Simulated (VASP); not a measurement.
A run of VASP 6.6.1 is set up as follows.

File INCAR:

```
ALGO = Normal ; EDIFF = 1E-8
ENCUT = 520 ; GGA = PE
ISIF = 2 ; ISMEAR = -1
LASPH = T ; LCHARG = F
LEFG = T ; LREAL = F
LWAVE = F ; NBANDS = 12
NELM = 60 ; PREC = Accurate
SIGMA = 0.08
```

KPOINTS

```
k-points
0
Gamma
  19 19 19
```

Contents of POSCAR:

```
Cu
1.0
   -0.0180750000      1.8075000000      1.8075000000
    1.8075000000     -0.0180750000      1.8075000000
    1.7894250000      1.7894250000      0.0000000000
Cu
1
Direct
    0.0000000000      0.0000000000      0.0000000000
```

Potentials or basis: VASP PAW PBE potentials, release 64 (Cu).

Launch:

```sh
$ cat potpaw_PBE.64/Cu/POTCAR > POTCAR
$ mpirun -np 1 vasp_std > vasp.out
```

(1) Estimate the band gap on the k mesh.

(2) Predict the pressure.

Answers

(1) zero (an odd number of electrons rules out a gap without spin polarisation).

(2) 2.3 GPa.

Caveat: the cell differs from its parent crystal (xy shear strain of -2 %); without QUAD_EFG the Cq values of the log hold for a quadrupole moment of 1 mb, not for the nuclei.
